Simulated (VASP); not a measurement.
# TaN (Pm-3m) in VASP: a series of runs

TaN is run at these levels: PBE, PBEsol, PBEsol+D4; tasks: single point.

Program: VASP 6.6.1. These are calculated values, not measurements. Logs are shortened: lines on timing, memory, paths and dates and some standing lists are left out, and cuts for length are marked.

### Step 1. The cell of the first run

Symmetry: Pm-3m, No. 221, cubic system. The conventional cell has a = 2.714 Å, b = 2.714 Å, c = 2.714 Å, α = 90.00°, β = 90.00°, γ = 90.00°. Ta (site symmetry m-3m) has 8 N at 2.35 Å and 6 Ta at 2.71 Å within 3.1 Å. Within 3.1 Å of N (site symmetry m-3m) lie 8 Ta at 2.35 Å and 6 N at 2.71 Å.

### Step 2. Single point, PBE

Input file INCAR:

```
SYSTEM = TaN
PREC = Accurate
ENCUT = 600
EDIFF = 1E-6
ISMEAR = -1
SIGMA = 0.05
LREAL = .FALSE.
LASPH = .TRUE.
NELM = 120
ALGO = Normal
ISIF = 2
LWAVE = .FALSE.
LCHARG = .FALSE.
GGA = PE
NBANDS = 16
GGA_COMPAT = .FALSE.
```

Input file KPOINTS:

```
Automatic mesh
0
G
  10 10 10
  0 0 0
```

Input file POSCAR:

```
TaN
1.0
    2.7139695020      0.0000000000      0.0000000000
    0.0000000000      2.7139695020      0.0000000000
    0.0000000000      0.0000000000      2.7139695020
Ta N
1 1
Direct
    0.0000000000      0.0000000000      0.0000000000
    0.5000000000      0.5000000000      0.5000000000
```

Potentials or basis: VASP PAW PBE potentials, release 64 (Ta_sv_GW, N).

Run with:

```bash
$ cat potpaw_PBE.64/Ta_sv_GW/POTCAR potpaw_PBE.64/N/POTCAR > POTCAR
$ mpirun -np 1 vasp_std > vasp.out
```

OUTCAR:

```text
SYSTEM = TaN
   PREC = Accurate
   ENCUT = 600
   EDIFF = 1E-6
   ISMEAR = -1
   LREAL = .FALSE.
   LASPH = .TRUE.
   NELM = 120
   ISIF = 2
   GGA = PE

 ion  position               nearest neighbor table
   1  0.000  0.000  0.000-   2 2.35   2 2.35   2 2.35   2 2.35   2 2.35   2 2.35   2 2.35   2 2.35

   2  0.500  0.500  0.500-   1 2.35   1 2.35   1 2.35   1 2.35   1 2.35   1 2.35   1 2.35   1 2.35

  LATTYP: Found a simple cubic cell.
 ALAT       =     2.7139695020

  Lattice vectors:

 A1 = (   2.7139695020,   0.0000000000,   0.0000000000)
 A2 = (   0.0000000000,   2.7139695020,   0.0000000000)
 A3 = (   0.0000000000,   0.0000000000,   2.7139695020)

Analysis of symmetry for initial positions (statically):
=====================================================================
 Subroutine PRICEL returns:
 Original cell was already a primitive cell.

 Routine SETGRP: Setting up the symmetry group for a
 simple cubic supercell.

 Subroutine GETGRP returns: Found 48 space group operations
 (whereof 48 operations were pure point group operations)
 out of a pool of 48 trial point group operations.

The static configuration has the point symmetry O_h .

Analysis of symmetry for dynamics (positions and initial velocities):
=====================================================================
 Subroutine PRICEL returns:
 Original cell was already a primitive cell.

 Routine SETGRP: Setting up the symmetry group for a
 simple cubic supercell.

 Subroutine GETGRP returns: Found 48 space group operations
 (whereof 48 operations were pure point group operations)
 out of a pool of 48 trial point group operations.

The dynamic configuration has the point symmetry O_h .

 Subroutine INISYM returns: Found 48 space group operations
 (whereof 48 operations are pure point group operations),
 and found     1 'primitive' translations

----------------------------------------------------------------------------------------

                                     Primitive cell

  volume of cell :      19.9901

  direct lattice vectors                    reciprocal lattice vectors
     2.713969502  0.000000000  0.000000000     0.368463978  0.000000000  0.000000000
     0.000000000  2.713969502  0.000000000     0.000000000  0.368463978  0.000000000
     0.000000000  0.000000000  2.713969502     0.000000000  0.000000000  0.368463978

  length of vectors
     2.713969502  2.713969502  2.713969502     0.368463978  0.368463978  0.368463978

[... 74 lines left out ...]
   ISPIN  =      1    spin polarized calculation?
   LNONCOLLINEAR =      F non collinear calculations
   LSORBIT =      F    spin-orbit coupling
   LASPH  =      T    aspherical Exc in radial PAW
   ENCUT  =  600.0 eV  44.10 Ry    6.64 a.u.   5.42  5.42  5.42*2*pi/ulx,y,z
   NELM   =    120;   NELMIN=  2; NELMDL= -5     # of ELM steps
   EDIFF  = 0.1E-05   stopping-criterion for ELM
   LREAL  =      F    real-space projection
   EDIFFG = 0.1E-04   stopping-criterion for IOM
   NSW    =      0    number of steps for IOM
   IBRION =     -1    ionic relax: 0-MD 1-quasi-New 2-CG
   NFREE  =      0    steps in history (QN), initial steepest desc. (CG)
   ISIF   =      2    stress and relaxation
   ISYM   =      2    0-nonsym 1-usesym 2-fastsym
   POTIM  = 0.5000    time-step for ionic-motion
   TEBEG  =    0.0;   TEEND  =   0.0 temperature during run
   PSTRESS=    0.0 pullay stress
   NELECT =      18.0000    total number of electrons
   NUPDOWN=      -1.0000    fix difference up-down
   EMIN   =  10.00;   EMAX   =-10.00  energy-range for DOS
   EFERMI =   0.00;   METHOD = LEGACY
   ISMEAR =    -1;   SIGMA  =   0.05  broadening in eV -4-tet -1-fermi 0-gaus
   EFERMI_NEDOS =   21; number of points for ismear=-14 and -15
   IALGO  =     38    algorithm
   IMIX   =      4    mixing-type and parameters
     AMIX     =   0.40;   BMIX     =  1.00
     AMIX_MAG =   1.60;   BMIX_MAG =  1.00
  volume/ion in A,a.u.               =      10.00        67.45
  Fermi-wavevector in a.u.,A,eV,Ry     =   1.580862  2.987397 34.002667  2.499126
  Thomas-Fermi vector in A             =   2.681025
   LORBIT       =      0    0 simple, 1 ext, 2 COOP (PROOUT), +10 PAW based schemes
   GGA     = PE    functional components
   LHFCALC =     F    Hartree Fock is set to
   AEXX    =    0.0000 exact exchange contribution
   IVDW    =     0    specifies the selected vdW correction
   LEPSILON=     F    determine dielectric tensor
   LRPA    =     F    only Hartree local field effects (RPA)
 non-spin polarized calculation
  energy-cutoff  :      600.00
  volume of cell :       19.99
 maximum number of plane-waves:       691
 NGX is ok and might be reduce to    24
   NGX = 11   NGY = 11   NGZ = 11

 number of electron      17.9999998 magnetization

 Free energy of the ion-electron system (eV)
  ---------------------------------------------------
  ext. energy  EPLUGINS =         0.00000000
  ---------------------------------------------------
  free energy    TOTEN  =       -23.37945033 eV

  energy without entropy =      -23.37932106  energy(sigma->0) =      -23.37938570

 E-fermi :  14.3075     XC(G=0): -14.2113

 val. band max:       14.0716337928   @ k =   0.2000   0.2000   0.0000
 cond. band min:      14.5782501721   @ k =   0.3000   0.2000   0.2000
 fundamental gap:      0.5066163793
 Fermi energy:        14.3075136014

 k-point     1 :       0.0000    0.0000    0.0000
  band No.  band energies     occupation
      1     -54.9393      2.00000
      2     -20.8662      2.00000
      3     -20.8662      2.00000
      4     -20.8662      2.00000
      5      -4.3365      2.00000
      6       9.2591      2.00000
[... 433 lines left out ...]
      3     -20.9129      2.00000
      4     -20.8905      2.00000
      5      -2.5224      2.00000
      6       6.3185      2.00000
[... 8 lines left out ...]
     15      26.7869      0.00000
     16      30.6611      0.00000

 [... further k-points ...]
[... 5 lines left out ...]
  --------------------------------------------------------------------------------------
  -------------------------------------------------------------------------------------
  Total        1.6274263      1.6274263      1.6274263      0.0000000      0.0000000     -0.0000000
  in kB      130.4358671    130.4358671    130.4358671      0.0000000      0.0000000     -0.0000000
  external PRESSURE =     130.4358671 kB  Pullay stress =       0.0000000 kB

 VOLUME and BASIS-vectors are now :
 -----------------------------------------------------------------------------
  energy-cutoff  :      600.00
  volume of cell :       19.99
      direct lattice vectors                 reciprocal lattice vectors
     2.713969502  0.000000000  0.000000000     0.368463978  0.000000000  0.000000000
     0.000000000  2.713969502  0.000000000     0.000000000  0.368463978  0.000000000
     0.000000000  0.000000000  2.713969502     0.000000000  0.000000000  0.368463978

 POSITION                                       TOTAL-FORCE (eV/Angst)
 -----------------------------------------------------------------------------------
      0.00000      0.00000      0.00000         0.000000      0.000000      0.000000
      1.35698      1.35698      1.35698         0.000000      0.000000      0.000000
 -----------------------------------------------------------------------------------
    total drift:                                0.000000      0.000000     -0.000000

  FREE ENERGIE OF THE ION-ELECTRON SYSTEM (eV)
  ---------------------------------------------------
  free  energy   TOTEN  =       -23.3794503303 eV

  energy  without entropy=      -23.3793210639  energy(sigma->0) =      -23.37938570
```

stdout:

```text
POSCAR found type information on POSCAR TaN
 POSCAR found :  2 types and       2 ions
 scaLAPACK will be used
 LDA part: xc-table for (Slater+PW92), standard interpolation
 POSCAR, INCAR and KPOINTS ok, starting setup
 FFT: planning ... GRIDC
 FFT: planning ... GRID_SOFT
 FFT: planning ... GRID
 WAVECAR not read
 entering main loop
```

It took 7.8 s on 1 thread of Intel Xeon 6975P-C (Granite Rapids), shared host; peak memory 0.15 GiB.

Results:

* Free energy: -23.3795 eV
* Pressure: 13.0 GPa
* Band gap on the k mesh: zero (band 9 reaches 20.67 eV, above the bottom of band 10 at 11.51 eV)

Caveat: spin-orbit coupling is left out, which moves the levels of the heavy elements.

(Continued in part 2 of 3.)
